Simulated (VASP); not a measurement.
Wanted: the native input for a VASP 6.6.1 run.

| Property | Result |
| --- | --- |
| Task | single point |
| Functional | PBE |
| Potentials or basis | VASP PAW PBE potentials, release 64 (W_sv, C) |
| Cutoff | 520 eV |
| k mesh | 18 × 18 × 16 |
| Occupations | fermi-dirac, width 0.05 eV |
| Spin | collinear spin, ferromagnetic start |
| Starting moments | [2.0, 0.0] μB |
| Dipole correction | no |
| Further INCAR settings | ALGO = Normal; EDIFF = 1e-06; NBANDS = 20 |

The structure of WC lies in POSCAR:

```
WC
1.0
    2.8982000000      0.0000000000      0.0000000000
   -1.4491000000      2.5099148252      0.0000000000
    0.0000000000      0.0000000000      2.8314000000
W C
1 1
Direct
    0.0000000000      0.0000000000      0.0000000000
    0.6666666667      0.3333333333      0.5000000000
```

These files were run (other wordings do the same):

INCAR

```
ALGO = Normal
EDIFF = 1E-6
ENCUT = 520
GGA = PE
ISIF = 2
ISMEAR = -1
ISPIN = 2
LASPH = True
LCHARG = False
LMAXMIX = 4
LORBIT = 11
LREAL = False
LWAVE = False
MAGMOM = 2 0
NBANDS = 20
NELM = 150
PREC = Accurate
SIGMA = 0.05
```

KPOINTS

```
k-points
0
Gamma
  18 18 16
```

Potentials or basis: VASP PAW PBE potentials, release 64 (W_sv, C).

Command:

```sh
$ cat potpaw_PBE.64/W_sv/POTCAR potpaw_PBE.64/C/POTCAR > POTCAR
$ mpirun -np 1 vasp_std > vasp.out
```

It gave:

| Item | Value |
| --- | --- |
| Pressure | 9.8 GPa |
| Band gap on the k mesh | zero (filled and empty bands overlap) |
| Net moment | 0.00 μB per cell |
| Valence electrons inside the program's atomic spheres | W 12.20; C 2.44 |

Caveat: spin-orbit coupling is left out, which moves the levels of the heavy elements.

Run time: 2.2 min on 1 thread of Intel(R) Xeon(R) Platinum 8488C (Sapphire Rapids), on a shared host, peak memory 0.31 GiB.
